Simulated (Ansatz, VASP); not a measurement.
## C: VASP beside Ansatz

```
C
1.0
     0.00000    2.12676    3.66862
     1.22792    0.00000    3.66862
     1.22792    2.12676    0.00000
C
2
Direct
  0.16670 0.83330 0.16670
  0.83330 0.16670 0.83330
```

Change from the starting cell: strain +0.000 along x and y, +0.030 along z, atoms carried along.

Alike in both runs: task single point; functional r2SCAN; k mesh 14 × 14 × 14; occupations gaussian, width 0.05 eV; no spin polarisation.

|  | VASP | Ansatz |
| --- | --- | --- |
| version | VASP 6.6.1 | Ansatz 0.2.0 |
| potentials or method | VASP PAW PBE potentials, release 64 (C), cutoff 520 eV | scalar-relativistic, plane waves, PAW |
| valence electrons in the cell | 8 | 8 |

Ansatz gave:

| Item | Value |
| --- | --- |
| gap on the k mesh at the Fermi level (eV) | 0.75 |
| least direct gap on the mesh (eV) | 0.86 |
| pressure (GPa) | -0.1 |
| traceless stress, the component that is largest in VASP (GPa) | -0.36 |

**Question.** What did VASP give for the same quantities?

**Answer.** gap on the k mesh at the Fermi level (eV): 0.75; least direct gap on the mesh (eV): 0.86; pressure (GPa): 0.5; traceless stress, the component that is largest in VASP (GPa): -1.08.

VASP's potentials were made for PBE, not for r2SCAN.
